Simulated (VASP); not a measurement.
# TaC: single point with PBE+D3(BJ)

TaC:

```
CELL_PARAMETERS angstrom
0.00000 2.24137 2.24137
2.24137 0.00000 2.24137
2.24137 2.24137 0.00000
ATOMIC_POSITIONS crystal
Ta 0.00000 0.00000 0.00000
C 0.50000 0.50000 0.50000
```

```json
{
  "Program": "VASP 6.6.1",
  "Task": "single point",
  "Functional": "PBE",
  "Dispersion": "D3(BJ)",
  "Potentials or basis": "VASP PAW PBE potentials, release 64 (Ta_pv, C)",
  "Cutoff": "600 eV",
  "k mesh": "11 × 11 × 11",
  "Occupations": "methfessel-paxton, width 0.15 eV",
  "Spin": "no spin polarisation",
  "Dipole correction": "no",
  "Further INCAR settings": "ALGO = Normal; EDIFF = 1e-06; NBANDS = 14"
}
```

```yaml
Pressure: -7.7 GPa
Dispersion_energy_per_atom: -0.451 eV
```

Levels at points of the mesh, in eV from the Fermi level:
| k point | band 4 | band 5 | band 6 | band 7 | band 8 | band 9 | band 10 | band 11 | band 12 | band 13 |
| --- | --- | --- | --- | --- | --- | --- | --- | --- | --- | --- |
| (0.00, 0.00, 0.00) | -14.80 | -1.41 | -1.41 | -1.41 | -0.59 | -0.59 | -0.59 | 0.52 | 0.52 | 6.24 |

Wall time 10 s on 1 thread of Intel(R) Xeon(R) 6975P-C (Granite Rapids) (shared host), peak memory 0.18 GiB.

Caveat: spin-orbit coupling is left out, which moves the levels of the heavy elements; pairwise dispersion overbinds metals, which lowers pressure and volume.
